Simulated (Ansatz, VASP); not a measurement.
# One calculation of Rb2Cd, two programs

```
Rb Cd
1.0
     0.00000    6.04980    6.04980
     6.04980    0.00000    6.04980
     6.04980    6.04980    0.00000
Rb Cd
4 2
Direct
  0.12500 0.12500 0.12500
  0.62500 0.12500 0.12500
  0.12500 0.12500 0.62500
  0.12500 0.62500 0.12500
  0.50000 0.50000 0.50000
  0.75000 0.75000 0.75000
```

Alike in both runs: functional PBE; k mesh 6 × 6 × 6; occupations gaussian, width 0.1 eV; no spin polarisation.

Ansatz relaxed the structure, and its values are those at the end. VASP's run is a single point on that final structure, the one shown.

```csv
,VASP,Ansatz
version,VASP 6.6.1,Ansatz 0.2.0
potentials or method,"VASP PAW PBE potentials, release 64 (Rb_sv, Cd), cutoff 520 eV","scalar-relativistic, plane waves, PAW"
valence electrons in the cell,60,76
```

```csv
,VASP,Ansatz,Ansatz less VASP
gap on the k mesh at the Fermi level (eV),none,none,-
pressure (GPa),0.0,0.0,0.00
```

A gap of «none» marks a metal or a gap that the smearing closes. VASP's potentials hold 60 valence electrons a cell and Ansatz's 76, so a difference there can come from the potentials and not from the codes.
